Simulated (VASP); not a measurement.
MgO (Periclase), 2 atoms in the cell. Symmetry: Fm-3m, No. 225, cubic system. Conventional cell: a = 4.410 Å, b = 4.410 Å, c = 4.410 Å, α = 90.00°, β = 90.00°, γ = 90.00°. Mg (site symmetry m-3m) has 6 O at 2.20 Å within 2.9 Å. Within 2.9 Å of O (site symmetry m-3m) lie 6 Mg at 2.20 Å.  This cell differs from its parent crystal: strain +4.9%.

- Program: VASP 6.6.1
- Task: single point
- Functional: r2SCAN
- Potentials or basis: VASP PAW PBE potentials, release 64 (Mg, O)
- Cutoff: 520 eV
- k mesh: 10 × 10 × 10
- Occupations: gaussian, width 0.01 eV
- Spin: no spin polarisation
- Dipole correction: no
- Further INCAR settings: ALGO = Normal; EDIFF = 1e-06; NBANDS = 11

Potentials or basis: VASP PAW PBE potentials, release 64 (Mg, O).

The run is started by

```console
$ cat potpaw_PBE.64/Mg/POTCAR potpaw_PBE.64/O/POTCAR > POTCAR
$ cp INCAR.step1 INCAR
$ mpirun -np 1 vasp_std > vasp.out
$ cp INCAR.step2 INCAR
$ mpirun -np 1 vasp_std > vasp.out
```

Hardware: 1 thread of AMD EPYC 7R13, on a shared host.

Q: How long does it take, and how much memory?

A: It took 120 s on 1 thread of AMD EPYC 7R13, on a shared host, peak memory 0.12 GiB. Counts: k points 47.
